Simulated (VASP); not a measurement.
Write the native input for VASP 6.6.1 that does the following.

```yaml
Task: single point
Functional: HSE06
Potentials_or_basis: VASP PAW PBE potentials, release 64 (Cu, Cl)
Cutoff: 520 eV
k_mesh: 4 × 4 × 4
Occupations: fermi-dirac, width 0.05 eV
Spin: no spin polarisation
Dipole_correction: no
Grid_for_exact_exchange_PRECFOCK: Normal
Further_INCAR_settings: ALGO = Normal; EDIFF = 1e-06; NBANDS = 16
Share_of_exact_exchange: 0.25
Screening_parameter: 0.2079 1/Å
```

Crystal: CuCl (zinc blende type).

```
Cu Cl
1.0
     0.00000    2.69181    2.69181
     2.69181    0.00000    2.69181
     2.69181    2.69181    0.00000
Cu Cl
1 1
Direct
  0.00000 0.00000 0.00000
  0.25000 0.25000 0.25000
```

These files were run (other wordings do the same):

POSCAR

```
CuCl
1.0
    0.0000000000      2.6918115325      2.6918115325
    2.6918115325      0.0000000000      2.6918115325
    2.6918115325      2.6918115325      0.0000000000
Cu Cl
1 1
Direct
    0.0000000000      0.0000000000      0.0000000000
    0.2500000000      0.2500000000      0.2500000000
```

INCAR.step1

```
ALGO = Normal
EDIFF = 1E-5
ENCUT = 520
GGA = PE
GGA_COMPAT = F
ISIF = 2
ISMEAR = -1
LASPH = T
LCHARG = F
LREAL = F
LWAVE = T
NBANDS = 16
NELM = 120
PREC = Accurate
SIGMA = 0.05
```

INCAR.step2

```
ALGO = Normal
EDIFF = 1E-6
ENCUT = 520
GGA = PE
GGA_COMPAT = F
HFSCREEN = 0.2079
ISIF = 2
ISMEAR = -1
ISTART = 1
LASPH = T
LCHARG = F
LHFCALC = T
LREAL = F
LWAVE = F
NBANDS = 16
NELM = 120
PREC = Accurate
PRECFOCK = Normal
SIGMA = 0.05
```

KPOINTS

```
k-points
0
Gamma
  4 4 4
```

Potentials or basis: VASP PAW PBE potentials, release 64 (Cu, Cl).

Run with:

```console
$ cat potpaw_PBE.64/Cu/POTCAR potpaw_PBE.64/Cl/POTCAR > POTCAR
$ cp INCAR.step1 INCAR
$ mpirun -np 1 vasp_std > vasp.out
$ cp INCAR.step2 INCAR
$ mpirun -np 1 vasp_std > vasp.out
```

It gave:

```json
{"Pressure": "1.6 GPa", "Band gap on the k mesh": "2.36 eV"}
```

Caveat: the k points lie up to 0.51 Å⁻¹ apart; the PAW data sets were made with another functional, which shifts forces and pressure a little.

It took 13 min on 1 thread of Intel Xeon 8259CL (shared host), peak memory 0.26 GiB.
